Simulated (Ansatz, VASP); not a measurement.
# One calculation of TiAl, two programs

File INCAR:

```
SYSTEM = TiAl
PREC     = Accurate       ! precision mode
ENCUT    = 520            ! plane-wave cutoff, eV
EDIFF    = 1E-6           ! SCF threshold, eV
ISMEAR   = -1             ! smearing method
SIGMA    = 0.05           ! smearing width, eV
LREAL    = .False.        ! projectors in reciprocal space
LASPH    = .True.         ! aspherical terms in the spheres
NELM     = 60             ! most SCF steps
ALGO     = Normal         ! electronic algorithm
ISIF     = 2              ! what is computed and relaxed
LWAVE    = .False.        ! write WAVECAR
LCHARG   = .True.         ! write CHGCAR
GGA      = PE             ! functional
LELF     = .True.         ! ELF
LVHAR    = .True.       
NBANDS   = 14             ! bands
```

KPOINTS

```
regular mesh
0
Gamma
  11 11 6
  0 0 0
```

File POSCAR:

```
TiAl
1.0
    2.8087302532      0.0000000000      0.0000000000
   -1.4043651265      2.4324317516      0.0000000000
    0.0000000000      0.0000000000      4.5825851222
Ti Al
1 1
Direct
    0.0000000000      0.0000000000      0.0000000000
    0.3333333333      0.6666666667      0.5000000000
```

File input.yaml:

```yaml
crystal:
  lattice:
    - [2.8087302532, 0.0, 0.0]
    - [-1.4043651265, 2.4324317516, 0.0]
    - [0.0, 0.0, 4.5825851222]
  atoms:
    - { symbol: Ti, position: [0.0, 0.0, 0.0] }
    - { symbol: Al, position: [0.3333333333, 0.6666666667, 0.5] }
kpoints:
  mp_grid: { grid: [11, 11, 6] }
scf:
  occupations: { method: fermi_dirac, width: 0.05 }
hamiltonian:
  xc: pbe
  pseudopotentials: { kind: all_electron, lapw: { basis_error: 0.0005 } }
output:
  forces: true
  stress: true
  eigenvalues: true
```

Change from the starting cell: volume scaled by 0.94.

Alike in both runs: task single point; functional PBE; k mesh 11 × 11 × 6; occupations fermi-dirac, width 0.05 eV; no spin polarisation.

```csv
,VASP,Ansatz
version,VASP 6.6.1,Ansatz 0.2.0
potentials or method,"VASP PAW PBE potentials, release 64 (Ti_sv, Al), cutoff 520 eV","all-electron LAPW, scalar-relativistic"
```

VASP gave:

- gap on the k mesh at the Fermi level (eV): none
- pressure (GPa): 7.6
- traceless stress, the component that is largest in VASP (GPa): -0.39

Estimate Ansatz's values.

gap on the k mesh at the Fermi level (eV): none; pressure (GPa): 7.6; traceless stress, the component that is largest in VASP (GPa): -0.45.

A gap of «none» marks a metal or a gap that the smearing closes. Ansatz ran all-electron here, and VASP with PAW potentials.
